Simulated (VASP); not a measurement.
A run of VASP 6.6.1 is set up as follows.

The input POSCAR:

```
LiF
1.0
    0.0000000000      2.0140000000      1.9334400000
    2.0140000000      0.0000000000      1.9334400000
    2.0140000000      2.0140000000      0.0000000000
Li F
1 1
Direct
    0.0000000000      0.0000000000      0.0000000000
    0.5000000000      0.5000000000      0.5000000000
```

File INCAR.step1:

```
SYSTEM = LiF
PREC = Accurate
ENCUT = 520
ISMEAR = 0
SIGMA = 0.05
LREAL = .FALSE.
LASPH = .TRUE.
NELM = 100
NBANDS = 12
GGA = PE
ALGO = Normal
EDIFF = 1E-4
LWAVE = .TRUE.
LCHARG = .FALSE.
```

The input INCAR.step2:

```
SYSTEM = LiF
PREC = Accurate
ENCUT = 520
EDIFF = 1E-6
ISMEAR = 0
SIGMA = 0.05
LREAL = .FALSE.
LASPH = .TRUE.
NELM = 100
ALGO = Normal
ISIF = 2
LWAVE = .FALSE.
LCHARG = .FALSE.
METAGGA = R2SCAN
LMIXTAU = .TRUE.
NBANDS = 12
ISTART = 1
```

Contents of KPOINTS:

```
Automatic mesh
0
G
  10 10 10
  0 0 0
```

Potentials or basis: VASP PAW PBE potentials, release 64 (Li_sv, F).

Run with:

```sh
$ cat potpaw_PBE.64/Li_sv/POTCAR potpaw_PBE.64/F/POTCAR > POTCAR
$ cp INCAR.step1 INCAR
$ mpirun -np 1 vasp_std > vasp.out
$ cp INCAR.step2 INCAR
$ mpirun -np 1 vasp_std > vasp.out
```

(1) Predict the band gap on the k mesh.

Results:

(1) 10.63 eV.

Caveat: the cell differs from its parent crystal (strain +0.000 along x and y, -0.040 along z).
